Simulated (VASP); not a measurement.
# PbS (Pm-3m) in VASP: further runs

PbS is run at these levels: PBEsol, r2SCAN; tasks: single point.

Program: VASP 6.6.1. These are calculated values, not measurements. Logs are shortened: lines on timing, memory, paths and dates and some standing lists are left out, and cuts for length are marked.

## 1. The cell of the first run

It takes space group Pm-3m (No. 221, cubic). The conventional cell has a = 3.725 Å, b = 3.725 Å, c = 3.725 Å, α = 90.00°, β = 90.00°, γ = 90.00°. Within 4.2 Å of Pb (site symmetry m-3m) lie 8 S at 3.23 Å and 6 Pb at 3.73 Å. Within 4.2 Å of S (site symmetry m-3m) lie 8 Pb at 3.23 Å and 6 S at 3.73 Å.

## 2. Single point, PBEsol

INCAR

```
SYSTEM = PbS
  PREC = Accurate
  ENCUT = 520
  EDIFF = 1E-6
  ISMEAR = -1
  SIGMA = 0.05
  LREAL = .False.
  LASPH = .True.
  NELM = 60
  ALGO = Normal
  ISIF = 2
  LWAVE = .False.
  LCHARG = .False.
  GGA = PS
  NBANDS = 17
```

KPOINTS

```
Automatic mesh
0
Gamma
  7 7 7
  0 0 0
```

POSCAR

```
PbS
1.0
    3.7253175652      0.0000000000      0.0000000000
    0.0000000000      3.7253175652      0.0000000000
    0.0000000000      0.0000000000      3.7253175652
Pb S
1 1
Direct
    0.0000000000      0.0000000000      0.0000000000
    0.5000000000      0.5000000000      0.5000000000
```

Potentials or basis: VASP PAW PBE potentials, release 64 (Pb_d, S).

Launch:

```console
> cat potpaw_PBE.64/Pb_d/POTCAR potpaw_PBE.64/S/POTCAR > POTCAR
> mpirun -np 1 vasp_std > vasp.out
```

OUTCAR:

```text
SYSTEM = PbS
   PREC = Accurate
   ENCUT = 520
   EDIFF = 1E-6
   ISMEAR = -1
   LREAL = .False.
   LASPH = .True.
   NELM = 60
   ISIF = 2
   GGA = PS

 ion  position               nearest neighbor table
   1  0.000  0.000  0.000-   2 3.23   2 3.23   2 3.23   2 3.23   2 3.23   2 3.23   2 3.23   2 3.23

   2  0.500  0.500  0.500-   1 3.23   1 3.23   1 3.23   1 3.23   1 3.23   1 3.23   1 3.23   1 3.23

  LATTYP: Found a simple cubic cell.
 ALAT       =     3.7253175652

  Lattice vectors:

 A1 = (   3.7253175652,   0.0000000000,   0.0000000000)
 A2 = (   0.0000000000,   3.7253175652,   0.0000000000)
 A3 = (   0.0000000000,   0.0000000000,   3.7253175652)

Analysis of symmetry for initial positions (statically):
=====================================================================
 Subroutine PRICEL returns:
 Original cell was already a primitive cell.

 Routine SETGRP: Setting up the symmetry group for a
 simple cubic supercell.

 Subroutine GETGRP returns: Found 48 space group operations
 (whereof 48 operations were pure point group operations)
 out of a pool of 48 trial point group operations.

The static configuration has the point symmetry O_h .

Analysis of symmetry for dynamics (positions and initial velocities):
=====================================================================
 Subroutine PRICEL returns:
 Original cell was already a primitive cell.

 Routine SETGRP: Setting up the symmetry group for a
 simple cubic supercell.

 Subroutine GETGRP returns: Found 48 space group operations
 (whereof 48 operations were pure point group operations)
 out of a pool of 48 trial point group operations.

The dynamic configuration has the point symmetry O_h .

 Subroutine INISYM returns: Found 48 space group operations
 (whereof 48 operations are pure point group operations),
 and found     1 'primitive' translations

----------------------------------------------------------------------------------------

                                     Primitive cell

  volume of cell :      51.6999

  direct lattice vectors                    reciprocal lattice vectors
     3.725317565  0.000000000  0.000000000     0.268433491  0.000000000  0.000000000
     0.000000000  3.725317565  0.000000000     0.000000000  0.268433491  0.000000000
     0.000000000  0.000000000  3.725317565     0.000000000  0.000000000  0.268433491

  length of vectors
     3.725317565  3.725317565  3.725317565     0.268433491  0.268433491  0.268433491

  position of ions in fractional coordinates (direct lattice)
     0.000000000  0.000000000  0.000000000
     0.500000000  0.500000000  0.500000000

  ion indices of the primitive-cell ions
   primitive index   ion index
                 1           1
                 2           2

----------------------------------------------------------------------------------------

 KPOINTS: Automatic mesh

Automatic generation of k-mesh.
 Grid dimensions read from file:
 generate k-points for:    7    7    7

 Generating k-lattice:

  Cartesian coordinates                     Fractional coordinates (reciprocal lattice)
     0.038347642  0.000000000  0.000000000     0.142857143  0.000000000  0.000000000
     0.000000000  0.038347642  0.000000000     0.000000000  0.142857143  0.000000000
     0.000000000  0.000000000  0.038347642     0.000000000  0.000000000  0.142857143

  Length of vectors
     0.038347642  0.038347642  0.038347642

  Shift w.r.t. Gamma in fractional coordinates (k-lattice)
     0.000000000  0.000000000  0.000000000

 Subroutine IBZKPT returns following result:
 ===========================================

 Found     20 irreducible k-points:

 Following reciprocal coordinates:
            Coordinates               Weight
  0.000000  0.000000  0.000000      1.000000
  0.142857  0.000000  0.000000      6.000000
  0.285714  0.000000  0.000000      6.000000
  0.428571  0.000000  0.000000      6.000000
  0.142857  0.142857  0.000000     12.000000
  0.285714  0.142857  0.000000     24.000000
[... 12 lines left out ...]
  0.428571  0.428571  0.285714     24.000000
  0.428571  0.428571  0.428571      8.000000
   k-points           NKPTS =     20   k-points in BZ     NKDIM =     20   number of bands    NBANDS=     17
   number of dos      NEDOS =    301   number of ions     NIONS =      2
   total plane-waves  NPLWV =  21952
   dimension x,y,z NGX =    28 NGY =   28 NGZ =   28
   dimension x,y,z NGXF=    56 NGYF=   56 NGZF=   56
   ions per type =               1   1
   NGX,Y,Z   is equivalent  to a cutoff of  12.50, 12.50, 12.50 a.u.
   NGXF,Y,Z  is equivalent  to a cutoff of  24.99, 24.99, 24.99 a.u.
 SYSTEM =  PbS
   PREC   = accura    normal or accurate (medium, high low for compatibility)
   ISTART =      0    job   : 0-new  1-cont  2-samecut
   ICHARG =      2    charge: 1-file 2-atom 10-const
   ISPIN  =      1    spin polarized calculation?
   LNONCOLLINEAR =      F non collinear calculations
   LSORBIT =      F    spin-orbit coupling
   LASPH  =      T    aspherical Exc in radial PAW
   ENCUT  =  520.0 eV  38.22 Ry    6.18 a.u.   6.93  6.93  6.93*2*pi/ulx,y,z
   NELM   =     60;   NELMIN=  2; NELMDL= -5     # of ELM steps
   EDIFF  = 0.1E-05   stopping-criterion for ELM
   LREAL  =      F    real-space projection
   EDIFFG = 0.1E-04   stopping-criterion for IOM
   NSW    =      0    number of steps for IOM
   IBRION =     -1    ionic relax: 0-MD 1-quasi-New 2-CG
   NFREE  =      0    steps in history (QN), initial steepest desc. (CG)
   ISIF   =      2    stress and relaxation
   ISYM   =      2    0-nonsym 1-usesym 2-fastsym
   POTIM  = 0.5000    time-step for ionic-motion
   TEBEG  =    0.0;   TEEND  =   0.0 temperature during run
   PSTRESS=    0.0 pullay stress
   NELECT =      20.0000    total number of electrons
   NUPDOWN=      -1.0000    fix difference up-down
   EMIN   =  10.00;   EMAX   =-10.00  energy-range for DOS
   EFERMI =   0.00;   METHOD = LEGACY
   ISMEAR =    -1;   SIGMA  =   0.05  broadening in eV -4-tet -1-fermi 0-gaus
   EFERMI_NEDOS =   21; number of points for ismear=-14 and -15
   IALGO  =     38    algorithm
   IMIX   =      4    mixing-type and parameters
     AMIX     =   0.40;   BMIX     =  1.00
     AMIX_MAG =   1.60;   BMIX_MAG =  1.00
  volume/ion in A,a.u.               =      25.85       174.44
  Fermi-wavevector in a.u.,A,eV,Ry     =   1.192856  2.254172 19.359820  1.422907
  Thomas-Fermi vector in A             =   2.328885
   LORBIT       =      0    0 simple, 1 ext, 2 COOP (PROOUT), +10 PAW based schemes
   GGA     = PS    functional components
   LHFCALC =     F    Hartree Fock is set to
   AEXX    =    0.0000 exact exchange contribution
   IVDW    =     0    specifies the selected vdW correction
   LEPSILON=     F    determine dielectric tensor
   LRPA    =     F    only Hartree local field effects (RPA)
 non-spin polarized calculation
  energy-cutoff  :      520.00
  volume of cell :       51.70
 maximum number of plane-waves:      1406
 NGX is ok and might be reduce to    28
   NGX = 13   NGY = 13   NGZ = 13

 number of electron      20.0000008 magnetization

 Free energy of the ion-electron system (eV)
  ---------------------------------------------------
  ext. energy  EPLUGINS =         0.00000000
  ---------------------------------------------------
  free energy    TOTEN  =        -8.90225074 eV

  energy without entropy =       -8.89646130  energy(sigma->0) =       -8.89935602

 E-fermi :   5.2823     XC(G=0): -10.0767

 val. band max:        5.1853428377   @ k =   0.1429   0.1429   0.1429
 cond. band min:       5.3533183070   @ k =   0.4286   0.4286   0.4286
 fundamental gap:      0.1679754693
 Fermi energy:         5.2823021768

 k-point     1 :       0.0000    0.0000    0.0000
  band No.  band energies     occupation
      1     -11.4999      2.00000
      2     -11.4999      2.00000
      3     -11.3214      2.00000
      4     -11.3214      2.00000
      5     -11.3214      2.00000
      6      -7.4142      2.00000
[... 9 lines left out ...]
     16      17.0588      0.00000
     17      17.9469      0.00000

 k-point     2 :       0.1429    0.0000    0.0000
  band No.  band energies     occupation
      1     -11.4985      2.00000
      2     -11.4749      2.00000
      3     -11.3304      2.00000
      4     -11.3304      2.00000
      5     -11.3206      2.00000
      6      -7.2555      2.00000
[... 9 lines left out ...]
     16      17.6624      0.00000
     17      17.6627      0.00000

 k-point     3 :       0.2857    0.0000    0.0000
  band No.  band energies     occupation
      1     -11.4952      2.00000
      2     -11.4189      2.00000
      3     -11.3505      2.00000
      4     -11.3505      2.00000
      5     -11.3187      2.00000
      6      -6.8232      2.00000
[... 9 lines left out ...]
     16      15.8513      0.00000
     17      17.9428      0.00000

 k-point     4 :       0.4286    0.0000    0.0000
  band No.  band energies     occupation
      1     -11.4925      2.00000
      2     -11.3743      2.00000
      3     -11.3664      2.00000
      4     -11.3664      2.00000
      5     -11.3171      2.00000
      6      -6.3341      2.00000
[... 9 lines left out ...]
     16      17.3785      0.00000
     17      18.0017      0.00000
[... 263 lines left out ...]
      1     -11.4137      2.00000
      2     -11.3992      2.00000
      3     -11.3784      2.00000
      4     -11.3653      2.00000
      5     -11.3185      2.00000
      6      -5.6728      2.00000
[... 9 lines left out ...]
     16      15.9982      0.00000
     17      19.7056      0.00000

 k-point    19 :       0.4286    0.4286    0.2857
  band No.  band energies     occupation
      1     -11.4312      2.00000
      2     -11.3980      2.00000
      3     -11.3966      2.00000
      4     -11.3412      2.00000
      5     -11.2919      2.00000
      6      -5.5119      2.00000
[... 9 lines left out ...]
     16      16.8677      0.00000
     17      20.1602      0.00000

 k-point    20 :       0.4286    0.4286    0.4286
  band No.  band energies     occupation
      1     -11.4216      2.00000
      2     -11.4175      2.00000
      3     -11.4175      2.00000
      4     -11.2909      2.00000
      5     -11.2909      2.00000
      6      -5.4141      2.00000
[... 9 lines left out ...]
     16      17.7178      0.00000
     17      21.5303      0.00000

------------------------ aborting loop because EDIFF is reached ----------------------------------------

  FORCE on cell =-STRESS in cart. coord.  units (eV):
  Direction    XX          YY          ZZ          XY          YZ          ZX
  --------------------------------------------------------------------------------------
  -------------------------------------------------------------------------------------
  Total       -1.8999406     -1.8999406     -1.8999406      0.0000000      0.0000000     -0.0000000
  in kB      -58.8790382    -58.8790382    -58.8790382      0.0000000      0.0000000     -0.0000000
  external PRESSURE =     -58.8790382 kB  Pullay stress =       0.0000000 kB

 VOLUME and BASIS-vectors are now :
 -----------------------------------------------------------------------------
  energy-cutoff  :      520.00
  volume of cell :       51.70
      direct lattice vectors                 reciprocal lattice vectors
     3.725317565  0.000000000  0.000000000     0.268433491  0.000000000  0.000000000
     0.000000000  3.725317565  0.000000000     0.000000000  0.268433491  0.000000000
     0.000000000  0.000000000  3.725317565     0.000000000  0.000000000  0.268433491

 POSITION                                       TOTAL-FORCE (eV/Angst)
 -----------------------------------------------------------------------------------
      0.00000      0.00000      0.00000         0.000000      0.000000      0.000000
      1.86266      1.86266      1.86266         0.000000      0.000000      0.000000
 -----------------------------------------------------------------------------------
    total drift:                               -0.000000      0.000000      0.000000

  FREE ENERGIE OF THE ION-ELECTRON SYSTEM (eV)
  ---------------------------------------------------
  free  energy   TOTEN  =        -8.9022507380 eV

  energy  without entropy=       -8.8964612977  energy(sigma->0) =       -8.89935602
```

Wall time 31 s (1 thread of Intel Xeon 8259CL, shared host); peak memory 0.16 GiB.

Results:

- Free energy: -8.9023 eV
- Pressure: -5.9 GPa
- Band gap on the k mesh: 0.17 eV, indirect (least direct gap 1.19 eV)

Caveat: the PAW data sets were made with another functional, which shifts forces and pressure a little; spin-orbit coupling is left out, which moves the levels of the heavy elements. A k mesh can miss the band edges.

## 3. Single point, r2SCAN

This run uses another cell than the first one, of 22.92 Å³/atom, 0.887 times its volume.

POSCAR

```
PbS
1.0
    3.5790736024      0.0000000000      0.0000000000
    0.0000000000      3.5790736024      0.0000000000
    0.0000000000      0.0000000000      3.5790736024
Pb S
1 1
Direct
    0.0000000000      0.0000000000      0.0000000000
    0.5000000000      0.5000000000      0.5000000000
```

INCAR.step1

```
PREC = Accurate
ENCUT = 550
ISMEAR = -1
SIGMA = 0.05
LREAL = F
LASPH = T
NELM = 120
NBANDS = 17
GGA = PE
ALGO = Normal
EDIFF = 1E-5
LWAVE = T
LCHARG = F
GGA_COMPAT = F
```

INCAR.step2

```
PREC = Accurate
ENCUT = 550
EDIFF = 1E-6
ISMEAR = -1
SIGMA = 0.05
LREAL = F
LASPH = T
NELM = 120
ALGO = Normal
ISIF = 2
LWAVE = F
LCHARG = T
METAGGA = R2SCAN
LMIXTAU = T
LELF = T
LVHAR = T
NBANDS = 17
ISTART = 1
GGA_COMPAT = F
```

KPOINTS

```
Automatic mesh
0
Gamma
  7 7 7
```

Potentials or basis: VASP PAW PBE potentials, release 64 (Pb_d, S).

Launch:

```console
> cat potpaw_PBE.64/Pb_d/POTCAR potpaw_PBE.64/S/POTCAR > POTCAR
> cp INCAR.step1 INCAR
> mpirun -np 1 vasp_std > vasp.out
> cp INCAR.step2 INCAR
> mpirun -np 1 vasp_std > vasp.out
```

Run time: 42 s. Hardware: 1 thread of Intel Xeon 6975P-C, shared host; peak memory 0.17 GiB.

Results (log left out):

| Property | Result |
| --- | --- |
| Free energy | -65.0561 eV |
| Pressure | 3.3 GPa |
| Band gap on the k mesh | 0.14 eV, indirect (least direct gap 1.71 eV) |

Levels at points of the mesh, in eV from the valence-band top:
| k point | band 7 | band 8 | band 9 | band 10 | band 11 | band 12 | band 13 | band 14 |
| --- | --- | --- | --- | --- | --- | --- | --- | --- |
| (0.00, 0.00, 0.00) | -6.57 | -1.76 | -1.76 | -1.76 | 6.02 | 6.02 | 7.51 | 7.51 |

Caveat: the PAW data sets were made with another functional, which shifts forces and pressure a little; spin-orbit coupling is left out, which moves the levels of the heavy elements. A k mesh can miss the band edges.
